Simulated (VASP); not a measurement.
# BAs in VASP: further runs

Runs on BAs. Level: PBE. Tasks: single point.

Program: VASP 6.6.1. These are calculated values, not measurements. Logs are shortened: lines on timing, memory, paths and dates and some standing lists are left out, and cuts for length are marked.

**1. The cell of the first run**

The structure is cubic, space group F-43m (No. 216). Conventional cell: a = 4.616 Å, b = 4.616 Å, c = 4.616 Å, α = 90.00°, β = 90.00°, γ = 90.00°. Within 2.6 Å of B (site symmetry -43m) lie 4 As at 2.00 Å. As (site symmetry -43m) has 4 B at 2.00 Å within 2.6 Å.

**2. Single point, PBE (strain -0.040 along x and y, -0.040 along z)**

INCAR

```
SYSTEM = BAs
ALGO = Normal
EDIFF = 1E-7
ENCUT = 520
GGA = PE
ISIF = 2
ISMEAR = 0
LASPH = .TRUE.
LCHARG = .FALSE.
LREAL = .FALSE.
LWAVE = .FALSE.
NBANDS = 11
NELM = 60
PREC = Accurate
SIGMA = 0.05
```

KPOINTS

```
k-points
0
G
  10 10 10
  0 0 0
```

POSCAR

```
BAs
1.0
    0.0000000000      2.3082347151      2.3082347151
    2.3082347151      0.0000000000      2.3082347151
    2.3082347151      2.3082347151      0.0000000000
B As
1 1
Direct
    0.0000000000      0.0000000000      0.0000000000
    0.7500000000      0.7500000000      0.7500000000
```

Potentials or basis: VASP PAW PBE potentials, release 64 (B, As).

On the command line:

```sh
$ cat potpaw_PBE.64/B/POTCAR potpaw_PBE.64/As/POTCAR > POTCAR
$ mpirun -np 1 vasp_std > vasp.out
```

OUTCAR:

```text
SYSTEM = BAs
   EDIFF = 1E-7
   ENCUT = 520
   GGA = PE
   ISIF = 2
   ISMEAR = 0
   LASPH = .TRUE.
   LREAL = .FALSE.
   NELM = 60
   PREC = Accurate

 ion  position               nearest neighbor table
   1  0.000  0.000  0.000-   2 2.00   2 2.00   2 2.00   2 2.00
   2  0.750  0.750  0.750-   1 2.00   1 2.00   1 2.00   1 2.00

  LATTYP: Found a face centered cubic cell.
 ALAT       =     4.6164694302

  Lattice vectors:

 A1 = (   0.0000000000,   2.3082347151,   2.3082347151)
 A2 = (   2.3082347151,   0.0000000000,   2.3082347151)
 A3 = (   2.3082347151,   2.3082347151,   0.0000000000)

Analysis of symmetry for initial positions (statically):
=====================================================================
 Subroutine PRICEL returns:
 Original cell was already a primitive cell.

 Routine SETGRP: Setting up the symmetry group for a
 face centered cubic supercell.

 Subroutine GETGRP returns: Found 24 space group operations
 (whereof 24 operations were pure point group operations)
 out of a pool of 48 trial point group operations.

The static configuration has the point symmetry T_d .

Analysis of symmetry for dynamics (positions and initial velocities):
=====================================================================
 Subroutine PRICEL returns:
 Original cell was already a primitive cell.

 Routine SETGRP: Setting up the symmetry group for a
 face centered cubic supercell.

 Subroutine GETGRP returns: Found 24 space group operations
 (whereof 24 operations were pure point group operations)
 out of a pool of 48 trial point group operations.

The dynamic configuration has the point symmetry T_d .

 Subroutine INISYM returns: Found 24 space group operations
 (whereof 24 operations are pure point group operations),
 and found     1 'primitive' translations

----------------------------------------------------------------------------------------

                                     Primitive cell

  volume of cell :      24.5963

  direct lattice vectors                    reciprocal lattice vectors
     0.000000000  2.308234715  2.308234715    -0.216615753  0.216615753  0.216615753
     2.308234715  0.000000000  2.308234715     0.216615753 -0.216615753  0.216615753
     2.308234715  2.308234715  0.000000000     0.216615753  0.216615753 -0.216615753

  length of vectors
     3.264336839  3.264336839  3.264336839     0.375189489  0.375189489  0.375189489

  position of ions in fractional coordinates (direct lattice)
     0.000000000  0.000000000  0.000000000
     0.750000000  0.750000000  0.750000000

  ion indices of the primitive-cell ions
   primitive index   ion index
                 1           1
                 2           2

----------------------------------------------------------------------------------------

 KPOINTS: k-points

Automatic generation of k-mesh.
 Grid dimensions read from file:
 generate k-points for:   10   10   10

 Generating k-lattice:

  Cartesian coordinates                     Fractional coordinates (reciprocal lattice)
    -0.021661575  0.021661575  0.021661575     0.100000000  0.000000000  0.000000000
     0.021661575 -0.021661575  0.021661575     0.000000000  0.100000000  0.000000000
     0.021661575  0.021661575 -0.021661575     0.000000000  0.000000000  0.100000000

  Length of vectors
     0.037518949  0.037518949  0.037518949

  Shift w.r.t. Gamma in fractional coordinates (k-lattice)
     0.000000000  0.000000000  0.000000000

 Subroutine IBZKPT returns following result:
 ===========================================

 Found     47 irreducible k-points:

 Following reciprocal coordinates:
            Coordinates               Weight
  0.000000  0.000000  0.000000      1.000000
  0.100000  0.000000  0.000000      8.000000
  0.200000  0.000000  0.000000      8.000000
  0.300000  0.000000  0.000000      8.000000
  0.400000  0.000000  0.000000      8.000000
  0.500000  0.000000  0.000000      4.000000
[... 16 lines left out ...]
  0.300000  0.300000  0.000000      6.000000
  0.400000  0.300000  0.000000     24.000000
 [... further k-points ...]
   k-points           NKPTS =     47   k-points in BZ     NKDIM =     47   number of bands    NBANDS=     11
   number of dos      NEDOS =    301   number of ions     NIONS =      2
   total plane-waves  NPLWV =  13824
   dimension x,y,z NGX =    24 NGY =   24 NGZ =   24
   dimension x,y,z NGXF=    48 NGYF=   48 NGZF=   48
   ions per type =               1   1
   NGX,Y,Z   is equivalent  to a cutoff of  12.22, 12.22, 12.22 a.u.
   NGXF,Y,Z  is equivalent  to a cutoff of  24.45, 24.45, 24.45 a.u.
 SYSTEM =  BAs
   PREC   = accura    normal or accurate (medium, high low for compatibility)
   ISTART =      0    job   : 0-new  1-cont  2-samecut
   ICHARG =      2    charge: 1-file 2-atom 10-const
   ISPIN  =      1    spin polarized calculation?
   LNONCOLLINEAR =      F non collinear calculations
   LSORBIT =      F    spin-orbit coupling
   LASPH  =      T    aspherical Exc in radial PAW
   ENCUT  =  520.0 eV  38.22 Ry    6.18 a.u.   6.07  6.07  6.07*2*pi/ulx,y,z
   NELM   =     60;   NELMIN=  2; NELMDL= -5     # of ELM steps
   EDIFF  = 0.1E-06   stopping-criterion for ELM
   LREAL  =      F    real-space projection
   EDIFFG = 0.1E-05   stopping-criterion for IOM
   NSW    =      0    number of steps for IOM
   IBRION =     -1    ionic relax: 0-MD 1-quasi-New 2-CG
   NFREE  =      0    steps in history (QN), initial steepest desc. (CG)
   ISIF   =      2    stress and relaxation
   ISYM   =      2    0-nonsym 1-usesym 2-fastsym
   POTIM  = 0.5000    time-step for ionic-motion
   TEBEG  =    0.0;   TEEND  =   0.0 temperature during run
   PSTRESS=    0.0 pullay stress
   NELECT =       8.0000    total number of electrons
   NUPDOWN=      -1.0000    fix difference up-down
   EMIN   =  10.00;   EMAX   =-10.00  energy-range for DOS
   EFERMI =   0.00;   METHOD = LEGACY
   ISMEAR =     0;   SIGMA  =   0.05  broadening in eV -4-tet -1-fermi 0-gaus
   EFERMI_NEDOS =   21; number of points for ismear=-14 and -15
   IALGO  =     38    algorithm
   IMIX   =      4    mixing-type and parameters
     AMIX     =   0.40;   BMIX     =  1.00
     AMIX_MAG =   1.60;   BMIX_MAG =  1.00
  volume/ion in A,a.u.               =      12.30        82.99
  Fermi-wavevector in a.u.,A,eV,Ry     =   1.125853  2.127553 17.245983  1.267544
  Thomas-Fermi vector in A             =   2.262532
   LORBIT       =      0    0 simple, 1 ext, 2 COOP (PROOUT), +10 PAW based schemes
   GGA     = PE    functional components
   LHFCALC =     F    Hartree Fock is set to
   AEXX    =    0.0000 exact exchange contribution
   IVDW    =     0    specifies the selected vdW correction
   LEPSILON=     F    determine dielectric tensor
   LRPA    =     F    only Hartree local field effects (RPA)
 non-spin polarized calculation
 Gauss-broadening in eV      SIGMA  =   0.05
  energy-cutoff  :      520.00
  volume of cell :       24.60
 maximum number of plane-waves:       678
   NGX = 13   NGY = 13   NGZ = 13

 number of electron       7.9999999 magnetization

 Free energy of the ion-electron system (eV)
  ---------------------------------------------------
  ext. energy  EPLUGINS =         0.00000000
  ---------------------------------------------------
  free energy    TOTEN  =       -11.20903621 eV

  energy without entropy =      -11.20903621  energy(sigma->0) =      -11.20903621

 E-fermi :   7.5876     XC(G=0): -11.0341

 val. band max:        7.3082044944   @ k =   0.0000   0.0000   0.0000
 cond. band min:       8.3726795293   @ k =   0.4000   0.4000   0.0000
 fundamental gap:      1.0644750349
 Fermi energy:         7.5876144576

 k-point     1 :       0.0000    0.0000    0.0000
  band No.  band energies     occupation
      1      -9.0728      2.00000
      2       7.3082      2.00000
      3       7.3082      2.00000
      4       7.3082      2.00000
      5      10.7229      0.00000
      6      10.7229      0.00000
      7      10.7229      0.00000
      8      13.3328      0.00000
      9      17.4282      0.00000
     10      20.6879      0.00000
     11      20.6879      0.00000

 k-point     2 :       0.1000    0.0000    0.0000
  band No.  band energies     occupation
      1      -8.8928      2.00000
      2       5.8393      2.00000
      3       6.9695      2.00000
      4       6.9695      2.00000
      5      11.0524      0.00000
      6      11.1655      0.00000
      7      11.1655      0.00000
      8      14.0036      0.00000
      9      18.1573      0.00000
     10      19.4833      0.00000
     11      19.4833      0.00000

 k-point     3 :       0.2000    0.0000    0.0000
  band No.  band energies     occupation
      1      -8.3598      2.00000
      2       3.2998      2.00000
      3       6.3348      2.00000
      4       6.3348      2.00000
      5      11.0219      0.00000
      6      11.9366      0.00000
      7      11.9366      0.00000
      8      15.3432      0.00000
      9      18.7133      0.00000
     10      18.7133      0.00000
     11      19.1597      0.00000

 k-point     4 :       0.3000    0.0000    0.0000
  band No.  band energies     occupation
      1      -7.5062      2.00000
      2       0.8070      2.00000
      3       5.7801      2.00000
      4       5.7801      2.00000
      5      10.8256      0.00000
      6      12.3083      0.00000
      7      12.3083      0.00000
      8      16.2759      0.00000
      9      19.2666      0.00000
     10      19.2666      0.00000
     11      19.3368      0.00000
[... 239 lines left out ...]
 k-point    22 :      -0.2000    0.2000    0.0000
  band No.  band energies     occupation
      1      -7.2155      2.00000
      2       1.5487      2.00000
      3       2.7858      2.00000
      4       5.8874      2.00000
      5      11.6053      0.00000
      6      12.7054      0.00000
      7      13.7442      0.00000
      8      14.8609      0.00000
      9      17.3409      0.00000
     10      20.6292      0.00000
     11      22.6271      0.00000

 k-point    23 :       0.3000    0.3000    0.0000
  band No.  band energies     occupation
      1      -6.9602      2.00000
      2       1.9491      2.00000
      3       3.7599      2.00000
      4       3.7599      2.00000
      5       8.6314      0.00000
      6      10.9845      0.00000
      7      16.4329      0.00000
      8      16.4329      0.00000
      9      19.2785      0.00000
     10      22.9662      0.00000
     11      23.6604      0.00000

 k-point    24 :       0.4000    0.3000    0.0000
  band No.  band energies     occupation
      1      -6.1428      2.00000
      2       0.5644      2.00000
      3       2.8893      2.00000
      4       3.4350      2.00000
      5       8.9454      0.00000
      6      10.7157      0.00000
      7      16.9079      0.00000
      8      17.0653      0.00000
      9      20.2858      0.00000
     10      23.8720      0.00000
     11      24.5057      0.00000

 [... further k-points ...]
[... 5 lines left out ...]
  --------------------------------------------------------------------------------------
  -------------------------------------------------------------------------------------
  Total        3.3476898      3.3476898      3.3476898     -0.0000000      0.0000000      0.0000000
  in kB      218.0649651    218.0649651    218.0649651     -0.0000000      0.0000000      0.0000000
  external PRESSURE =     218.0649651 kB  Pullay stress =       0.0000000 kB

 VOLUME and BASIS-vectors are now :
 -----------------------------------------------------------------------------
  energy-cutoff  :      520.00
  volume of cell :       24.60
      direct lattice vectors                 reciprocal lattice vectors
     0.000000000  2.308234715  2.308234715    -0.216615753  0.216615753  0.216615753
     2.308234715  0.000000000  2.308234715     0.216615753 -0.216615753  0.216615753
     2.308234715  2.308234715  0.000000000     0.216615753  0.216615753 -0.216615753

 POSITION                                       TOTAL-FORCE (eV/Angst)
 -----------------------------------------------------------------------------------
      0.00000      0.00000      0.00000        -0.000000     -0.000000     -0.000000
      3.46235      3.46235      3.46235         0.000000      0.000000      0.000000
 -----------------------------------------------------------------------------------
    total drift:                               -0.000000     -0.000000     -0.000000

  FREE ENERGIE OF THE ION-ELECTRON SYSTEM (eV)
  ---------------------------------------------------
  free  energy   TOTEN  =       -11.2090362086 eV

  energy  without entropy=      -11.2090362086  energy(sigma->0) =      -11.20903621
```

Run time: 7.1 s. Hardware: 1 thread of AMD EPYC 9R45 (Zen 5), shared host; peak memory 0.11 GiB.

What came out:

| Item | Value |
| --- | --- |
| Free energy | -11.2090 eV |
| Pressure | 21.8 GPa |
| Band gap on the k mesh | 1.06 eV, indirect (least direct gap 3.41 eV) |

Levels at points of the mesh, in eV from the valence-band top:
```
           k point  band 2  band 3  band 4  band 5  band 6  band 7
(0.00, 0.00, 0.00)    0.00    0.00    0.00    3.41    3.41    3.41
(0.50, 0.00, 0.00)   -9.58   -2.00   -2.00    3.32    4.89    4.89
(0.50, 0.50, 0.00)   -9.13   -4.53   -4.53    1.28    1.34   12.38
```

Caveat: the cell differs from its parent crystal (strain -0.040 along x and y, -0.040 along z).

**3. Single point, PBE (strain +0.040 along x and y, +0.040 along z)**

INCAR

```
ALGO = Normal ; EDIFF = 1E-6
ENCUT = 520 ; GGA = PE
ISIF = 2 ; ISMEAR = 0
LASPH = True ; LCHARG = True
LELF = True ; LREAL = False
LVHAR = True ; LWAVE = False
NBANDS = 11 ; NELM = 100
PREC = Accurate ; SIGMA = 0.05
```

KPOINTS

```
k-points
0
Gamma
  10 10 10
```

POSCAR

```
BAs
1.0
    0.0000000000      2.5005876081      2.5005876081
    2.5005876081      0.0000000000      2.5005876081
    2.5005876081      2.5005876081      0.0000000000
B As
1 1
Direct
    0.0000000000      0.0000000000      0.0000000000
    0.7500000000      0.7500000000      0.7500000000
```

Potentials or basis: VASP PAW PBE potentials, release 64 (B, As).

On the command line:

```sh
$ cat potpaw_PBE.64/B/POTCAR potpaw_PBE.64/As/POTCAR > POTCAR
$ mpirun -np 1 vasp_std > vasp.out
```

Wall time 10 s (1 thread of AMD EPYC 9R45 (Zen 5), shared host); peak memory 0.13 GiB.

The run converged. Its results:

```
Free energy            : -11.2793 eV
Pressure               : -11.7 GPa
Band gap on the k mesh : 1.31 eV, indirect (least direct gap 3.02 eV)
```

Levels at points of the mesh, in eV from the valence-band top:
| k point | band 2 | band 3 | band 4 | band 5 | band 6 | band 7 |
| --- | --- | --- | --- | --- | --- | --- |
| (0.00, 0.00, 0.00) | 0.00 | 0.00 | 0.00 | 3.02 | 3.12 | 3.12 |
| (0.50, 0.00, 0.00) | -7.85 | -1.59 | -1.59 | 1.94 | 4.61 | 4.61 |
| (0.50, 0.50, 0.00) | -7.80 | -3.53 | -3.53 | 1.56 | 1.58 | 10.10 |

Caveat: the cell differs from its parent crystal (strain +0.040 along x and y, +0.040 along z).

(Part 1 of 2 ends here.)
